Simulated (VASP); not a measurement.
# TePb in VASP: notebook, part 2 of 2

VASP 6.6.1. The steps go on from the part before.

### 3 Single point, PBEsol (equal xy, yz and zx shear strains of -1 %)

Contents of INCAR:

```
PREC = Accurate ; ENCUT = 520
EDIFF = 1E-6 ; ISMEAR = -1
SIGMA = 0.03 ; LREAL = False
LASPH = True ; NELM = 80
ALGO = Normal ; ISIF = 2
LWAVE = False ; LCHARG = False
GGA = PS ; NBANDS = 17
```

Contents of KPOINTS:

```
Automatic mesh
0
Gamma
  10 10 10
```

Contents of POSCAR:

```
TePb
1.0
   -0.0322700000      3.2108650000      3.2108650000
    3.2108650000     -0.0322700000      3.2108650000
    3.2108650000      3.2108650000     -0.0322700000
Te Pb
1 1
Direct
    0.5000000000      0.5000000000      0.5000000000
    0.0000000000      0.0000000000      0.0000000000
```

Potentials or basis: VASP PAW PBE potentials, release 64 (Te, Pb_d).

Started as:

```bash
> cat potpaw_PBE.64/Te/POTCAR potpaw_PBE.64/Pb_d/POTCAR > POTCAR
> mpirun -np 1 vasp_std > vasp.out
```

OUTCAR:

```text
PREC = Accurate
   ENCUT = 520
   EDIFF = 1E-6
   ISMEAR = -1
   LREAL = False
   LASPH = True
   NELM = 80
   ISIF = 2
   GGA = PS

 ion  position               nearest neighbor table
   1  0.500  0.500  0.500-   2 3.23   2 3.23   2 3.23   2 3.23   2 3.23   2 3.23
   2  0.000  0.000  0.000-   1 3.23   1 3.23   1 3.23   1 3.23   1 3.23   1 3.23

  LATTYP: Found a trigonal (rhomboedric) cell.
 ALAT       =     4.5409634935
 COS(alpha) =     0.4899250057

  Lattice vectors:

 A1 = (  -0.0322700000,   3.2108650000,   3.2108650000)
 A2 = (   3.2108650000,  -0.0322700000,   3.2108650000)
 A3 = (   3.2108650000,   3.2108650000,  -0.0322700000)

Analysis of symmetry for initial positions (statically):
=====================================================================
 Subroutine PRICEL returns:
 Original cell was already a primitive cell.

 Routine SETGRP: Setting up the symmetry group for a
 trigonal (rhombohedral) supercell.

 Subroutine GETGRP returns: Found 12 space group operations
 (whereof 12 operations were pure point group operations)
 out of a pool of 12 trial point group operations.

The static configuration has the point symmetry D_3d.

Analysis of symmetry for dynamics (positions and initial velocities):
=====================================================================
 Subroutine PRICEL returns:
 Original cell was already a primitive cell.

 Routine SETGRP: Setting up the symmetry group for a
 trigonal (rhombohedral) supercell.

 Subroutine GETGRP returns: Found 12 space group operations
 (whereof 12 operations were pure point group operations)
 out of a pool of 12 trial point group operations.

The dynamic configuration has the point symmetry D_3d.

 Subroutine INISYM returns: Found 12 space group operations
 (whereof 12 operations are pure point group operations),
[... 104 lines left out ...]
   POTIM  = 0.5000    time-step for ionic-motion
   TEBEG  =    0.0;   TEEND  =   0.0 temperature during run
   PSTRESS=    0.0 pullay stress
   NELECT =      20.0000    total number of electrons
   NUPDOWN=      -1.0000    fix difference up-down
   EMIN   =  10.00;   EMAX   =-10.00  energy-range for DOS
   EFERMI =   0.00;   METHOD = LEGACY
   ISMEAR =    -1;   SIGMA  =   0.03  broadening in eV -4-tet -1-fermi 0-gaus
   EFERMI_NEDOS =   21; number of points for ismear=-14 and -15
   IALGO  =     38    algorithm
   IMIX   =      4    mixing-type and parameters
     AMIX     =   0.40;   BMIX     =  1.00
     AMIX_MAG =   1.60;   BMIX_MAG =  1.00
  volume/ion in A,a.u.               =      33.60       226.76
  Fermi-wavevector in a.u.,A,eV,Ry     =   1.093000  2.065470 16.254181  1.194649
  Thomas-Fermi vector in A             =   2.229277
   LORBIT       =      0    0 simple, 1 ext, 2 COOP (PROOUT), +10 PAW based schemes
   GGA     = PS    functional components
   LHFCALC =     F    Hartree Fock is set to
   AEXX    =    0.0000 exact exchange contribution
   IVDW    =     0    specifies the selected vdW correction
   LEPSILON=     F    determine dielectric tensor
   LRPA    =     F    only Hartree local field effects (RPA)
 non-spin polarized calculation
  energy-cutoff  :      520.00
  volume of cell :       67.20
 maximum number of plane-waves:      1832
 NGX is ok and might be reduce to    36
   NGX = 17   NGY = 17   NGZ = 17

 number of electron      20.0000001 magnetization

 Free energy of the ion-electron system (eV)
  ---------------------------------------------------
  ext. energy  EPLUGINS =         0.00000000
  ---------------------------------------------------
  free energy    TOTEN  =        -8.25810843 eV

  energy without entropy =       -8.25810823  energy(sigma->0) =       -8.25810833

 E-fermi :   5.8293     XC(G=0):  -9.4874

 val. band max:        5.5322269736   @ k =   0.5000  -0.0000  -0.0000
 cond. band min:       6.0955396337   @ k =   0.5000   0.5000   0.5000
 fundamental gap:      0.5633126601
 Fermi energy:         5.8293059956

 k-point     1 :       0.0000    0.0000    0.0000
  band No.  band energies     occupation
      1     -11.1253      2.00000
      2     -11.1253      2.00000
      3     -11.1145      2.00000
      4     -11.1135      2.00000
      5     -11.1135      2.00000
      6      -6.5560      2.00000
[... 457 lines left out ...]
      4     -11.0932      2.00000
      5     -11.0930      2.00000
      6      -5.2862      2.00000
[... 9 lines left out ...]
     16      15.1699      0.00000
     17      15.5760      0.00000

 [... further k-points ...]
[... 5 lines left out ...]
  --------------------------------------------------------------------------------------
  -------------------------------------------------------------------------------------
  Total       -0.1119094     -0.1119094     -0.1119094      0.0613980      0.0613980      0.0613980
  in kB       -2.6679831     -2.6679831     -2.6679831      1.4637627      1.4637627      1.4637627
  external PRESSURE =      -2.6679831 kB  Pullay stress =       0.0000000 kB

 VOLUME and BASIS-vectors are now :
 -----------------------------------------------------------------------------
  energy-cutoff  :      520.00
  volume of cell :       67.20
      direct lattice vectors                 reciprocal lattice vectors
    -0.032270000  3.210865000  3.210865000    -0.153393167  0.154950458  0.154950458
     3.210865000 -0.032270000  3.210865000     0.154950458 -0.153393167  0.154950458
     3.210865000  3.210865000 -0.032270000     0.154950458  0.154950458 -0.153393167

 POSITION                                       TOTAL-FORCE (eV/Angst)
 -----------------------------------------------------------------------------------
      3.19473      3.19473      3.19473        -0.000000     -0.000000     -0.000000
      0.00000      0.00000      0.00000         0.000000      0.000000      0.000000
 -----------------------------------------------------------------------------------
    total drift:                               -0.000000      0.000000      0.000000

  FREE ENERGIE OF THE ION-ELECTRON SYSTEM (eV)
  ---------------------------------------------------
  free  energy   TOTEN  =        -8.2581084293 eV

  energy  without entropy=       -8.2581082253  energy(sigma->0) =       -8.25810833
```

OSZICAR:

```text
N       E                     dE             d eps       ncg     rms          rms(c)
DAV:   1     0.150558624713E+03    0.15056E+03   -0.91472E+03  3952   0.113E+03
DAV:   2     0.197895443672E+01   -0.14858E+03   -0.14396E+03  4121   0.293E+02
DAV:   3    -0.810478020306E+01   -0.10084E+02   -0.99899E+01  5086   0.828E+01
DAV:   4    -0.836685738814E+01   -0.26208E+00   -0.26190E+00  4997   0.149E+01
DAV:   5    -0.837731457483E+01   -0.10457E-01   -0.10457E-01  5665   0.271E+00    0.336E+00
DAV:   6    -0.826361006469E+01    0.11370E+00   -0.24373E-01  5744   0.372E+00    0.207E+00
DAV:   7    -0.825785548020E+01    0.57546E-02   -0.72174E-02  5148   0.141E+00    0.880E-01
DAV:   8    -0.825819864923E+01   -0.34317E-03   -0.83207E-03  4976   0.918E-01    0.122E-01
DAV:   9    -0.825810702540E+01    0.91624E-04   -0.11266E-03  5985   0.337E-01    0.459E-02
DAV:  10    -0.825810651304E+01    0.51237E-06   -0.10337E-04  5208   0.870E-02    0.221E-02
DAV:  11    -0.825810839775E+01   -0.18847E-05   -0.19770E-05  5133   0.312E-02    0.122E-02
DAV:  12    -0.825810842930E+01   -0.31548E-07   -0.98279E-07  3237   0.933E-03
   1 F= -.82581084E+01 E0= -.82581083E+01  d E =-.203955E-06
```

It took 77 s on 1 thread of Intel Xeon Platinum 8488C (Sapphire Rapids), shared host; peak memory 0.29 GiB.

What came out:

| Item | Value |
| --- | --- |
| Free energy | -8.2581 eV |
| Pressure | -0.3 GPa |
| Band gap on the k mesh | 0.56 eV (least direct gap 0.66 eV) |

Stress tensor (GPa, compression positive):
```
-0.27  0.15  0.15
 0.15 -0.27  0.15
 0.15  0.15 -0.27
```

Levels at points of the mesh, in eV from the valence-band top:
| k point | band 8 | band 9 | band 10 | band 11 | band 12 | band 13 |
| --- | --- | --- | --- | --- | --- | --- |
| (0.00, 0.00, 0.00) | -1.41 | -1.41 | -1.28 | 4.01 | 4.05 | 4.05 |
| (0.50, 0.00, 0.00) | -0.91 | -0.87 | 0.00 | 0.66 | 1.21 | 1.27 |
| (0.50, 0.50, 0.00) | -4.57 | -2.90 | -2.80 | 3.17 | 5.43 | 5.47 |
| (0.50, 0.50, 0.50) | -0.95 | -0.95 | -0.09 | 0.56 | 1.15 | 1.15 |

Caveat: the cell differs from its parent crystal (equal xy, yz and zx shear strains of -1 %); the PAW data sets were made with another functional, which shifts forces and pressure a little; spin-orbit coupling is left out, which moves the levels of the heavy elements. A k mesh can miss the band edges.

### 4 Single point, PBEsol (equal xy, yz and zx shear strains of +1 %)

Contents of INCAR:

```
SYSTEM = TePb
PREC = Accurate
ENCUT = 520
EDIFF = 1E-7
ISMEAR = -1
SIGMA = 0.03
LREAL = .FALSE.
LASPH = .TRUE.
NELM = 80
ALGO = Normal
ISIF = 2
LWAVE = .FALSE.
LCHARG = .FALSE.
GGA = PS
NBANDS = 17
```

Contents of KPOINTS:

```
regular mesh
0
G
  10 10 10
  0 0 0
```

Contents of POSCAR:

```
TePb
1.0
    0.0322700000      3.2431350000      3.2431350000
    3.2431350000      0.0322700000      3.2431350000
    3.2431350000      3.2431350000      0.0322700000
Te Pb
1 1
Direct
    0.5000000000      0.5000000000      0.5000000000
    0.0000000000      0.0000000000      0.0000000000
```

Started as:

```bash
> cat potpaw_PBE.64/Te/POTCAR potpaw_PBE.64/Pb_d/POTCAR > POTCAR
> mpirun -np 1 vasp_std > vasp.out
```

Wall time 84 s (1 thread of Intel Xeon Platinum 8488C (Sapphire Rapids), shared host); peak memory 0.3 GiB.

The run converged. Its results:

```
Free energy            : -8.2581 eV
Pressure               : -0.3 GPa
Band gap on the k mesh : 0.56 eV (least direct gap 0.65 eV)
```

Stress tensor (GPa, compression positive):
```
-0.25 -0.15 -0.15
-0.15 -0.25 -0.15
-0.15 -0.15 -0.25
```

Levels at points of the mesh, in eV from the valence-band top:
| k point | band 6 | band 7 | band 8 | band 9 | band 10 | band 11 | band 12 | band 13 | band 14 | band 15 |
| --- | --- | --- | --- | --- | --- | --- | --- | --- | --- | --- |
| (0.00, 0.00, 0.00) | -12.13 | -5.67 | -1.50 | -1.37 | -1.37 | 3.98 | 3.98 | 4.02 | 5.57 | 5.74 |
| (0.50, 0.00, 0.00) | -10.67 | -8.68 | -0.99 | -0.94 | -0.09 | 0.56 | 1.12 | 1.18 | 8.23 | 8.94 |
| (0.50, 0.50, 0.00) | -10.43 | -7.38 | -4.62 | -2.94 | -2.84 | 3.13 | 5.39 | 5.42 | 6.64 | 10.06 |
| (0.50, 0.50, 0.50) | -10.70 | -8.73 | -0.90 | -0.90 | 0.00 | 0.67 | 1.24 | 1.24 | 8.18 | 9.07 |

Caveat: the cell differs from its parent crystal (equal xy, yz and zx shear strains of +1 %); the PAW data sets were made with another functional, which shifts forces and pressure a little; spin-orbit coupling is left out, which moves the levels of the heavy elements. A k mesh can miss the band edges.

### 5 Single point, PBEsol (equal xy, yz and zx shear strains of +2 %)

Contents of INCAR:

```
SYSTEM = TePb
ALGO = Normal
EDIFF = 1E-6
ENCUT = 520
GGA = PS
ISIF = 2
ISMEAR = -1
LASPH = .True.
LCHARG = .True.
LELF = .True.
LREAL = .False.
LVHAR = .True.
LWAVE = .False.
NBANDS = 17
NELM = 60
PREC = Accurate
SIGMA = 0.03
```

Contents of KPOINTS:

```
k-points
0
Gamma
  10 10 10
  0 0 0
```

Contents of POSCAR:

```
TePb
1.0
    0.0645400000      3.2592700000      3.2592700000
    3.2592700000      0.0645400000      3.2592700000
    3.2592700000      3.2592700000      0.0645400000
Te Pb
1 1
Direct
    0.5000000000      0.5000000000      0.5000000000
    0.0000000000      0.0000000000      0.0000000000
```

Started as:

```bash
> cat potpaw_PBE.64/Te/POTCAR potpaw_PBE.64/Pb_d/POTCAR > POTCAR
> mpirun -np 1 vasp_std > vasp.out
```

Run time: 1.7 min. Hardware: 1 thread of Intel Xeon Platinum 8488C (Sapphire Rapids), shared host; peak memory 0.29 GiB.

Results (log left out):

```
Free energy            : -8.2553 eV
Pressure               : -0.3 GPa
Band gap on the k mesh : 0.45 eV (least direct gap 0.63 eV)
```

Stress tensor (GPa, compression positive):
```
-0.26 -0.31 -0.31
-0.31 -0.26 -0.31
-0.31 -0.31 -0.26
```

Levels at points of the mesh, in eV from the valence-band top:
```
           k point  band 7  band 8  band 9  band 10  band 11  band 12  band 13  band 14
(0.00, 0.00, 0.00)   -5.75   -1.66   -1.39    -1.39     3.91     3.91     3.98     5.39
(0.50, 0.00, 0.00)   -8.73   -1.10   -1.00    -0.18     0.45     1.02     1.12     8.16
(0.50, 0.50, 0.00)   -7.45   -4.69   -3.05    -2.86     3.06     5.30     5.36     6.57
(0.50, 0.50, 0.50)   -8.83   -0.92   -0.92     0.00     0.67     1.24     1.24     8.07
```

Caveat: the cell differs from its parent crystal (equal xy, yz and zx shear strains of +2 %); the PAW data sets were made with another functional, which shifts forces and pressure a little; spin-orbit coupling is left out, which moves the levels of the heavy elements. A k mesh can miss the band edges.

### 6 Single point, PBEsol (zz strain of -2 %)

Contents of INCAR:

```
  PREC = Accurate
  ENCUT = 520
  EDIFF = 1E-6
  ISMEAR = -1
  SIGMA = 0.03
  LREAL = False
  LASPH = True
  NELM = 60
  ALGO = Normal
  ISIF = 2
  LWAVE = False
  LCHARG = False
  GGA = PS
  NBANDS = 17
```

Contents of KPOINTS:

```
regular mesh
0
Gamma
  10 10 10
```

Contents of POSCAR:

```
TePb
1.0
    0.0000000000      3.2270000000      3.1624600000
    3.2270000000      0.0000000000      3.1624600000
    3.2270000000      3.2270000000      0.0000000000
Te Pb
1 1
Direct
    0.5000000000      0.5000000000      0.5000000000
    0.0000000000      0.0000000000      0.0000000000
```

Potentials or basis: VASP PAW PBE potentials, release 64 (Te, Pb_d).

Started as:

```bash
> cat potpaw_PBE.64/Te/POTCAR potpaw_PBE.64/Pb_d/POTCAR > POTCAR
> mpirun -np 1 vasp_std > vasp.out
```

Wall time 1.8 min (1 thread of Intel Xeon 8259CL, shared host); peak memory 0.28 GiB.

It converged, with:

* Free energy: -8.2495 eV
* Pressure: 0.7 GPa
* Band gap on the k mesh: 0.59 eV

Stress tensor (GPa, compression positive):
```
-0.19  0.00  0.00
 0.00 -0.19  0.00
 0.00  0.00  2.54
```

Levels at points of the mesh, in eV from the valence-band top:
| k point | band 6 | band 7 | band 8 | band 9 | band 10 | band 11 | band 12 | band 13 | band 14 | band 15 |
| --- | --- | --- | --- | --- | --- | --- | --- | --- | --- | --- |
| (0.00, 0.00, 0.00) | -12.26 | -5.57 | -1.58 | -1.38 | -1.38 | 3.91 | 3.91 | 4.39 | 5.65 | 5.65 |
| (0.50, 0.00, 0.00) | -10.75 | -8.76 | -1.00 | -0.94 | 0.00 | 0.59 | 1.12 | 1.22 | 8.30 | 9.10 |
| (0.50, 0.50, 0.00) | -10.37 | -7.47 | -4.76 | -3.00 | -3.00 | 3.04 | 5.48 | 5.48 | 7.00 | 10.14 |
| (0.50, 0.00, 0.50) | -10.52 | -7.31 | -4.72 | -3.06 | -2.84 | 3.11 | 5.30 | 5.82 | 6.71 | 10.10 |

Caveat: the cell differs from its parent crystal (zz strain of -2 %); the PAW data sets were made with another functional, which shifts forces and pressure a little; spin-orbit coupling is left out, which moves the levels of the heavy elements.

### 7 Summary

```tsv
cell	gap on the mesh (eV)	pressure (GPa)
a = 4.518 Å, angles 61.3°, 2 atoms	0.46	-0.3
a = 4.541 Å, angles 60.7°, 2 atoms	0.56	-0.3
a = 4.587 Å, angles 59.3°, 2 atoms	0.56	-0.3
a = 4.610 Å, angles 58.7°, 2 atoms	0.45	-0.3
a = 4.518, b = 4.518, c = 4.564 Å, angles 59.7, 59.7, 60.7°, 2 atoms	0.59	0.7
```

Alike in all rows: task single point; level PBEsol; potentials or basis VASP PAW PBE potentials, release 64 (Te, Pb_d); no spin polarisation; k mesh 10 × 10 × 10; cutoff (eV) 520; smearing fermi-dirac 0.03 eV.

Caveats: the PAW data sets were made with another functional, which shifts forces and pressure a little; spin-orbit coupling is left out, which moves the levels of the heavy elements.

Absolute energies hang on the potentials; compare differences alone.
